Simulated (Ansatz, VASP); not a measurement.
# Hf: VASP beside Ansatz

The input INCAR:

```
  PREC = Accurate
  ENCUT = 520
  EDIFF = 1E-6
  ISMEAR = -1
  SIGMA = 0.03
  LREAL = False
  LASPH = True
  NELM = 80
  ALGO = Normal
  ISIF = 2
  LWAVE = False
  LCHARG = False
  NBANDS = 11
```

File KPOINTS:

```
Automatic mesh
0
Gamma
  13 13 13
```

The input POSCAR:

```
Hf
1.0
    0.0000000000      2.1899963220      2.1899963220
    2.1899963220      0.0000000000      2.1899963220
    2.1899963220      2.1899963220      0.0000000000
Hf
1
Direct
    0.0000000000      0.0000000000      0.0000000000
```

Input for Ansatz:

```yaml
crystal:
  lattice:
    - [0.0, 2.189996322, 2.189996322]
    - [2.189996322, 0.0, 2.189996322]
    - [2.189996322, 2.189996322, 0.0]
  atoms:
    - { symbol: Hf, position: [0.0, 0.0, 0.0] }
kpoints:
  mp_grid: { grid: [13, 13, 13] }
scf:
  occupations: { method: fermi_dirac, width: 0.03 }
hamiltonian:
  xc: lda
  pseudopotentials: { kind: all_electron, lapw: { basis_error: 0.001 } }
output:
  forces: true
  stress: true
  eigenvalues: true
```

Change from the starting cell: volume scaled by 0.96.

Alike in both runs: task single point; functional LDA; k mesh 13 × 13 × 13; occupations fermi-dirac, width 0.03 eV; no spin polarisation.

|  | VASP | Ansatz |
| --- | --- | --- |
| version | VASP 6.6.1 | Ansatz 0.2.0 |
| potentials or method | VASP PAW LDA potentials, release 64 (Hf_pv), cutoff 520 eV | all-electron LAPW, scalar-relativistic |

|  | VASP | Ansatz | Ansatz less VASP |
| --- | --- | --- | --- |
| pressure (GPa) | -1.1 | -1.2 | -0.01 |

LDA's correlation is that of Perdew and Zunger in VASP and of Perdew and Wang (1992) in Ansatz. Ansatz ran all-electron here, and VASP with PAW potentials.

Spin-orbit coupling is off throughout.
